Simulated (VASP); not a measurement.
A run of VASP 6.6.1:

INCAR

```
ALGO = Fast ; EDIFF = 1E-6
ENCUT = 520 ; GGA = PE
ISIF = 2 ; ISMEAR = 0
LASPH = True ; LCHARG = False
LREAL = False ; LWAVE = False
NBANDS = 22 ; NELM = 80
PREC = Accurate ; SIGMA = 0.1
```

The input KPOINTS:

```
k-points
0
Gamma
  14 14 14
```

File POSCAR:

```
Pt
1.0
    0.0000000000      3.0351660784      3.0351660784
    3.0351660784      0.0000000000      3.0351660784
    3.0351660784      3.0351660784      0.0000000000
Pt
3
Direct
    0.2500000000      0.2500000000      0.2500000000
    0.7500000000      0.7500000000      0.7500000000
    0.0000000000      0.0000000000      0.0000000000
```

Potentials or basis: VASP PAW PBE potentials, release 64 (Pt).

Run with:

```bash
$ cat potpaw_PBE.64/Pt/POTCAR > POTCAR
$ mpirun -np 1 vasp_std > vasp.out
```

Hardware: 1 thread of Intel(R) Xeon(R) Platinum 8488C (Sapphire Rapids), with other jobs on the host.

Q: Estimate the wall time of this run.

A: It took 81 s on 1 thread of Intel(R) Xeon(R) Platinum 8488C (Sapphire Rapids), on a shared host, peak memory 0.24 GiB. Counts: scf iterations 14, k points 104.
